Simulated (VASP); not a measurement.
# SiGe5 (F-43m) in VASP: single point with PBE

Aim: the single point of SiGe5 with PBE.

Program: VASP 6.6.1. These are calculated values, not measurements. Logs are shortened: lines on timing, memory, paths and dates and some standing lists are left out, and cuts for length are marked.

### Step 1. The cell of the first run

The structure is cubic, space group F-43m (No. 216). The conventional cell has a = 9.216 Å, b = 9.216 Å, c = 9.216 Å, α = 90.00°, β = 90.00°, γ = 90.00°. Within 5.0 Å of Si (site symmetry -43m) lie 18 Ge at 3.77 to 4.61 Å. Within 3.2 Å of Ge (site symmetry 3m) lie 4 Ge at 2.42 to 2.56 Å. Ge (site symmetry -43m) has 4 Ge at 2.42 Å within 3.2 Å.

### Step 2. Single point, PBE

The input, POSCAR:

```
SiGe5
1.0
    0.0000000000      4.6077931494      4.6077931494
    4.6077931494      0.0000000000      4.6077931494
    4.6077931494      4.6077931494      0.0000000000
Si Ge
1 5
Direct
    0.7500000000      0.7500000000      0.7500000000
    0.0983222176      0.7050333471      0.0983222176
    0.0983222176      0.0983222176      0.0983222176
    0.7050333471      0.0983222176      0.0983222176
    0.0983222176      0.0983222176      0.7050333471
    0.2500000000      0.2500000000      0.2500000000
```

The input, INCAR.step1:

```
SYSTEM = SiGe5
PREC     = Accurate       ! precision mode
ENCUT    = 520            ! plane-wave cutoff, eV
EDIFF    = 1E-7           ! SCF threshold, eV
ISMEAR   = 0              ! smearing method
SIGMA    = 0.1            ! smearing width, eV
LREAL    = .False.        ! projectors in reciprocal space
LASPH    = .True.         ! aspherical terms in the spheres
NELM     = 80             ! most SCF steps
ALGO     = Normal         ! electronic algorithm
ISIF     = 2              ! what is computed and relaxed
LWAVE    = .False.        ! write WAVECAR
LCHARG   = .True.         ! write CHGCAR
GGA      = PE             ! functional
NBANDS   = 46             ! bands
```

The input, KPOINTS.step1:

```
regular mesh
0
Gamma
  8 8 8
  0 0 0
```

The input, INCAR.step2:

```
SYSTEM = SiGe5
PREC     = Accurate       ! precision mode
ENCUT    = 520            ! plane-wave cutoff, eV
EDIFF    = 1E-7           ! SCF threshold, eV
ISMEAR   = -5             ! smearing method
SIGMA    = 0.1            ! smearing width, eV
LREAL    = .False.        ! projectors in reciprocal space
LASPH    = .True.         ! aspherical terms in the spheres
NELM     = 80             ! most SCF steps
ALGO     = Normal         ! electronic algorithm
ISIF     = 2              ! what is computed and relaxed
LWAVE    = .False.        ! write WAVECAR
LCHARG   = .False.        ! write CHGCAR
GGA      = PE             ! functional
LORBIT   = 11             ! projections on sites
NEDOS    = 2001           ! points of the DOS
ICHARG   = 11             ! starting density
```

The input, KPOINTS.step2:

```
regular mesh
0
Gamma
  12 12 12
  0 0 0
```

Potentials or basis: VASP PAW PBE potentials, release 64 (Si, Ge_d).

On the command line:

```console
$ cat potpaw_PBE.64/Si/POTCAR potpaw_PBE.64/Ge_d/POTCAR > POTCAR
$ cp INCAR.step1 INCAR
$ cp KPOINTS.step1 KPOINTS
$ mpirun -np 1 vasp_std > vasp.out
$ cp INCAR.step2 INCAR
$ cp KPOINTS.step2 KPOINTS
$ mpirun -np 1 vasp_std > vasp.out
```

OUTCAR:

```text
SYSTEM = SiGe5
   PREC = Accurate
   ENCUT = 520
   EDIFF = 1E-7
   ISMEAR = -5
   LREAL = .False.
   LASPH = .True.
   NELM = 80
   ISIF = 2
   GGA = PE
   LORBIT = 11
   ICHARG = 11

 ion  position               nearest neighbor table
   1  0.750  0.750  0.750-
   2  0.098  0.705  0.098-   6 2.42   4 2.56   5 2.56   3 2.56
   3  0.098  0.098  0.098-   6 2.42   4 2.56   5 2.56   2 2.56
   4  0.705  0.098  0.098-   6 2.42   3 2.56   5 2.56   2 2.56
   5  0.098  0.098  0.705-   6 2.42   3 2.56   4 2.56   2 2.56
   6  0.250  0.250  0.250-   2 2.42   4 2.42   5 2.42   3 2.42

  LATTYP: Found a face centered cubic cell.
 ALAT       =     9.2155862988

  Lattice vectors:

 A1 = (   0.0000000000,   4.6077931494,   4.6077931494)
 A2 = (   4.6077931494,   0.0000000000,   4.6077931494)
 A3 = (   4.6077931494,   4.6077931494,   0.0000000000)

Analysis of symmetry for initial positions (statically):
=====================================================================
 Subroutine PRICEL returns:
 Original cell was already a primitive cell.

 Routine SETGRP: Setting up the symmetry group for a
 face centered cubic supercell.

 Subroutine GETGRP returns: Found 24 space group operations
 (whereof 24 operations were pure point group operations)
 out of a pool of 48 trial point group operations.

The static configuration has the point symmetry T_d .

Analysis of symmetry for dynamics (positions and initial velocities):
=====================================================================
 Subroutine PRICEL returns:
 Original cell was already a primitive cell.

 Routine SETGRP: Setting up the symmetry group for a
 face centered cubic supercell.

 Subroutine GETGRP returns: Found 24 space group operations
 (whereof 24 operations were pure point group operations)
 out of a pool of 48 trial point group operations.

The dynamic configuration has the point symmetry T_d .

 Subroutine INISYM returns: Found 24 space group operations
 (whereof 24 operations are pure point group operations),
 and found     1 'primitive' translations

----------------------------------------------------------------------------------------

                                     Primitive cell

  volume of cell :     195.6631

  direct lattice vectors                    reciprocal lattice vectors
     0.000000000  4.607793149  4.607793149    -0.108511815  0.108511815  0.108511815
     4.607793149  0.000000000  4.607793149     0.108511815 -0.108511815  0.108511815
     4.607793149  4.607793149  0.000000000     0.108511815  0.108511815 -0.108511815

  length of vectors
     6.516403564  6.516403564  6.516403564     0.187947978  0.187947978  0.187947978

  position of ions in fractional coordinates (direct lattice)
     0.750000000  0.750000000  0.750000000
     0.098322218  0.705033347  0.098322218
     0.098322218  0.098322218  0.098322218
     0.705033347  0.098322218  0.098322218
     0.098322218  0.098322218  0.705033347
     0.250000000  0.250000000  0.250000000

  ion indices of the primitive-cell ions
   primitive index   ion index
                 1           1
                 2           2
                 3           3
                 4           4
                 5           5
                 6           6

----------------------------------------------------------------------------------------

 KPOINTS: regular mesh

Automatic generation of k-mesh.
 Grid dimensions read from file:
 generate k-points for:   12   12   12

 Generating k-lattice:

  Cartesian coordinates                     Fractional coordinates (reciprocal lattice)
    -0.009042651  0.009042651  0.009042651     0.083333333  0.000000000  0.000000000
     0.009042651 -0.009042651  0.009042651     0.000000000  0.083333333  0.000000000
     0.009042651  0.009042651 -0.009042651     0.000000000  0.000000000  0.083333333

  Length of vectors
     0.015662331  0.015662331  0.015662331

  Shift w.r.t. Gamma in fractional coordinates (k-lattice)
     0.000000000  0.000000000  0.000000000

 TETIRR: Found    247 inequivalent tetrahedra from    10368

 Subroutine IBZKPT returns following result:
 ===========================================

 Found     72 irreducible k-points:

 Following reciprocal coordinates:
            Coordinates               Weight
  0.000000  0.000000  0.000000      1.000000
  0.083333  0.000000  0.000000      8.000000
  0.166667  0.000000  0.000000      8.000000
  0.250000  0.000000  0.000000      8.000000
  0.333333  0.000000  0.000000      8.000000
  0.416667  0.000000  0.000000      8.000000
[... 16 lines left out ...]
  0.500000  0.166667  0.000000     24.000000
 -0.416667  0.166667  0.000000     24.000000
 [... further k-points ...]
   k-points           NKPTS =     72   k-points in BZ     NKDIM =     72   number of bands    NBANDS=     44
   number of dos      NEDOS =   2001   number of ions     NIONS =      6
   total plane-waves  NPLWV = 110592
   dimension x,y,z NGX =    48 NGY =   48 NGZ =   48
   dimension x,y,z NGXF=    96 NGYF=   96 NGZF=   96
   ions per type =               1   5
   NGX,Y,Z   is equivalent  to a cutoff of  12.25, 12.25, 12.25 a.u.
   NGXF,Y,Z  is equivalent  to a cutoff of  24.49, 24.49, 24.49 a.u.
 SYSTEM =  SiGe5
   PREC   = accura    normal or accurate (medium, high low for compatibility)
   ISTART =      0    job   : 0-new  1-cont  2-samecut
   ICHARG =     11    charge: 1-file 2-atom 10-const
   ISPIN  =      1    spin polarized calculation?
   LNONCOLLINEAR =      F non collinear calculations
   LSORBIT =      F    spin-orbit coupling
   LASPH  =      T    aspherical Exc in radial PAW
   ENCUT  =  520.0 eV  38.22 Ry    6.18 a.u.  12.12 12.12 12.12*2*pi/ulx,y,z
   NELM   =     80;   NELMIN=  2; NELMDL=  0     # of ELM steps
   EDIFF  = 0.1E-06   stopping-criterion for ELM
   LREAL  =      F    real-space projection
   EDIFFG = 0.1E-05   stopping-criterion for IOM
   NSW    =      0    number of steps for IOM
   IBRION =     -1    ionic relax: 0-MD 1-quasi-New 2-CG
   NFREE  =      0    steps in history (QN), initial steepest desc. (CG)
   ISIF   =      2    stress and relaxation
   ISYM   =      2    0-nonsym 1-usesym 2-fastsym
   POTIM  = 0.5000    time-step for ionic-motion
   TEBEG  =    0.0;   TEEND  =   0.0 temperature during run
   PSTRESS=    0.0 pullay stress
   NELECT =      74.0000    total number of electrons
   NUPDOWN=      -1.0000    fix difference up-down
   EMIN   =  10.00;   EMAX   =-10.00  energy-range for DOS
   EFERMI =   0.00;   METHOD = LEGACY
   ISMEAR =    -5;   SIGMA  =   0.10  broadening in eV -4-tet -1-fermi 0-gaus
   EFERMI_NEDOS =   21; number of points for ismear=-14 and -15
   IALGO  =     38    algorithm
   IMIX   =      4    mixing-type and parameters
     AMIX     =   0.40;   BMIX     =  1.00
     AMIX_MAG =   1.60;   BMIX_MAG =  1.00
  volume/ion in A,a.u.               =      32.61       220.07
  Fermi-wavevector in a.u.,A,eV,Ry     =   1.183902  2.237250 19.070252  1.401624
  Thomas-Fermi vector in A             =   2.320127
   LORBIT       =     11    0 simple, 1 ext, 2 COOP (PROOUT), +10 PAW based schemes
   GGA     = PE    functional components
   LHFCALC =     F    Hartree Fock is set to
   AEXX    =    0.0000 exact exchange contribution
   IVDW    =     0    specifies the selected vdW correction
   LEPSILON=     F    determine dielectric tensor
   LRPA    =     F    only Hartree local field effects (RPA)
 non-spin polarized calculation
 Fermi weights with tetrahedron method with Bloechl corrections
  energy-cutoff  :      520.00
  volume of cell :      195.66
 maximum number of plane-waves:      5297

 number of electron      74.0000011 magnetization

 Free energy of the ion-electron system (eV)
  ---------------------------------------------------
  ext. energy  EPLUGINS =         0.00000000
  ---------------------------------------------------
  free energy    TOTEN  =       -21.54607731 eV

  energy without entropy =      -21.54607731  energy(sigma->0) =      -21.54607731

 E-fermi :   2.0625     XC(G=0):  -8.0520

 val. band max:        2.1194059058   @ k =   0.1667   0.1667   0.0000
 cond. band min:       1.9316008153   @ k =   0.5000   0.0000   0.0000
 fundamental gap:     -0.1878050904
 Fermi energy:         2.0625374545

 k-point     1 :       0.0000    0.0000    0.0000
  band No.  band energies     occupation
      1     -22.9996      2.00000
      2     -22.9996      2.00000
      3     -22.9995      2.00000
      4     -22.9437      2.00000
      5     -22.9437      2.00000
      6     -22.7922      2.00000
[... 36 lines left out ...]
     43       6.3482      0.00000
     44       6.5329      0.00000

 k-point     2 :       0.0833    0.0000    0.0000
  band No.  band energies     occupation
      1     -23.0020      2.00000
      2     -22.9997      2.00000
      3     -22.9997      2.00000
      4     -22.9435      2.00000
      5     -22.9435      2.00000
      6     -22.7881      2.00000
[... 36 lines left out ...]
     43       5.9314      0.00000
     44       6.4710      0.00000

 k-point     3 :       0.1667    0.0000    0.0000
  band No.  band energies     occupation
      1     -23.0084      2.00000
      2     -23.0002      2.00000
      3     -23.0001      2.00000
      4     -22.9429      2.00000
      5     -22.9429      2.00000
      6     -22.7773      2.00000
[... 36 lines left out ...]
     43       5.3051      0.00000
     44       6.4307      0.00000

 k-point     4 :       0.2500    0.0000    0.0000
  band No.  band energies     occupation
      1     -23.0163      2.00000
      2     -23.0007      2.00000
      3     -23.0007      2.00000
      4     -22.9422      2.00000
      5     -22.9422      2.00000
      6     -22.7640      2.00000
[... 882 lines left out ...]
     43       5.0128      0.00000
     44       5.4005      0.00000

 k-point    23 :       0.5000    0.1667    0.0000
  band No.  band energies     occupation
      1     -23.0304      2.00000
      2     -23.0039      2.00000
      3     -23.0026      2.00000
      4     -22.9413      2.00000
      5     -22.9392      2.00000
      6     -22.7345      2.00000
[... 36 lines left out ...]
     43       4.6931      0.00000
     44       5.4324      0.00000

 k-point    24 :      -0.4167    0.1667    0.0000
  band No.  band energies     occupation
      1     -23.0308      2.00000
      2     -23.0043      2.00000
      3     -23.0024      2.00000
      4     -22.9408      2.00000
      5     -22.9396      2.00000
      6     -22.7341      2.00000
[... 36 lines left out ...]
     43       4.4279      0.00000
     44       5.5691      0.00000

 [... further k-points ...]

------------------------ aborting loop because EDIFF is reached ----------------------------------------

  FORCE on cell =-STRESS in cart. coord.  units (eV):
  Direction    XX          YY          ZZ          XY          YZ          ZX
  --------------------------------------------------------------------------------------
  -------------------------------------------------------------------------------------
  Total        0.2339684      0.2339684      0.2339684     -0.0000000     -0.0000000     -0.0000000
  in kB        1.9158381      1.9158381      1.9158381     -0.0000000     -0.0000000     -0.0000000
  external PRESSURE =       1.9158381 kB  Pullay stress =       0.0000000 kB

 VOLUME and BASIS-vectors are now :
 -----------------------------------------------------------------------------
  energy-cutoff  :      520.00
  volume of cell :      195.66
      direct lattice vectors                 reciprocal lattice vectors
     0.000000000  4.607793149  4.607793149    -0.108511815  0.108511815  0.108511815
     4.607793149  0.000000000  4.607793149     0.108511815 -0.108511815  0.108511815
     4.607793149  4.607793149  0.000000000     0.108511815  0.108511815 -0.108511815

 POSITION                                       TOTAL-FORCE (eV/Angst)
 -----------------------------------------------------------------------------------
      6.91169      6.91169      6.91169        -0.000000     -0.000000     -0.000000
      3.70170      0.90610      3.70170        -0.003880      0.003880     -0.003880
      0.90610      0.90610      0.90610         0.003880      0.003880      0.003880
      0.90610      3.70170      3.70170         0.003880     -0.003880     -0.003880
      3.70170      3.70170      0.90610        -0.003880     -0.003880      0.003880
      2.30390      2.30390      2.30390        -0.000000     -0.000000     -0.000000
 -----------------------------------------------------------------------------------
    total drift:                                0.036341      0.036341      0.036341

  FREE ENERGIE OF THE ION-ELECTRON SYSTEM (eV)
  ---------------------------------------------------
  free  energy   TOTEN  =       -21.5460773059 eV

  energy  without entropy=      -21.5460773059  energy(sigma->0) =      -21.54607731

 total charge

# of ion       s       p       d       tot
------------------------------------------
    1        0.951   0.492   0.000   1.443
    2        1.211   1.056  10.018  12.285
    3        1.211   1.056  10.018  12.285
    4        1.211   1.056  10.018  12.285
    5        1.211   1.056  10.018  12.285
    6        1.205   1.152  10.042  12.399
--------------------------------------------------
tot          6.998   5.868  50.115  62.981
```

Wall time 6.9 min (1 thread of AMD EPYC 9R45 (Zen 5), shared host); peak memory 0.57 GiB.

What came out:

| Quantity | Value |
| --- | --- |
| Valence electrons inside the program's atomic spheres | Si 1.44; Ge 12.29, 12.40 (each value once) |
